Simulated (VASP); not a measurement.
Ca, 1 atom in the cell. The structure is cubic, space group Fm-3m (No. 225). The conventional cell has a = 5.588 Å, b = 5.588 Å, c = 5.588 Å, α = 90.00°, β = 90.00°, γ = 90.00°. Within 5.2 Å of Ca (site symmetry m-3m) lie 12 Ca at 3.95 Å. 

- Program: VASP 6.6.1
- Task: relaxation of cell and atoms
- Functional: PBE
- Potentials or basis: VASP PAW PBE potentials, release 64 (Ca_sv)
- Cutoff: 600 eV
- k mesh: 8 × 8 × 8
- Occupations: fermi-dirac, width 0.05 eV
- Spin: no spin polarisation
- Target pressure: 2 GPa
- Dipole correction: no
- Further INCAR settings: ALGO = Normal; EDIFF = 1e-06; IBRION = 2; EDIFFG = -0.02; NSW = 80; ISIF = 3

Potentials or basis: VASP PAW PBE potentials, release 64 (Ca_sv).

Run with:

```bash
$ cat potpaw_PBE.64/Ca_sv/POTCAR > POTCAR
$ mpirun -np 1 vasp_std > vasp.out
```

Hardware: 1 thread of Intel Xeon 8259CL (shared host).

**Question.** How long does it take, and how much memory?

**Answer.** Run time: 51 s on 1 thread of Intel Xeon 8259CL (shared host), peak memory 0.19 GiB. Counts: scf iterations 28, k points 29, ion steps 3.
